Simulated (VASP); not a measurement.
Write the native input for VASP 6.6.1 that does the following.

```yaml
Task: single point
Functional: LDA
Potentials_or_basis: VASP PAW LDA potentials, release 64 (Mg, O)
Cutoff: 520 eV
k_mesh: 12 × 12 × 6
Occupations: gaussian, width 0.05 eV
Spin: no spin polarisation
Dipole_correction: no
Further_INCAR_settings: ALGO = Normal; EDIFF = 1e-06; NBANDS = 16
```

The structure of MgO lies in POSCAR:

```
MgO
1.0
    3.6804547285      0.0000000000      0.0000000000
   -1.8402273643      3.1873672923      0.0000000000
    0.0000000000      0.0000000000      3.7490278863
Mg O
2 2
Direct
    0.6666666667      0.3333333333      0.7500000000
    0.3333333333      0.6666666667      0.2500000000
    0.6666666667      0.3333333333      0.2500000000
    0.3333333333      0.6666666667      0.7500000000
```

This cell differs from its parent crystal: ratio of the length along z to the lengths across it x 0.85, volume and fractional coordinates fixed.

The input as run:

INCAR

```
PREC = Accurate
ENCUT = 520
EDIFF = 1E-6
ISMEAR = 0
SIGMA = 0.05
LREAL = F
LASPH = T
NELM = 100
ALGO = Normal
ISIF = 2
LWAVE = F
LCHARG = F
NBANDS = 16
```

KPOINTS

```
Automatic mesh
0
Gamma
  12 12 6
```

Potentials or basis: VASP PAW LDA potentials, release 64 (Mg, O).

Launch:

```console
$ cat potpaw_LDA.64/Mg/POTCAR potpaw_LDA.64/O/POTCAR > POTCAR
$ mpirun -np 1 vasp_std > vasp.out
```

Results of the run:

| Item | Value |
| --- | --- |
| Pressure | 3.8 GPa |
| Band gap on the k mesh | 3.39 eV, indirect (least direct gap 3.48 eV) |

Run time: 35 s on 1 thread of Intel(R) Xeon(R) Platinum 8259CL CPU @ 2.50GHz (Skylake/Cascade Lake) (shared host), peak memory 0.16 GiB.
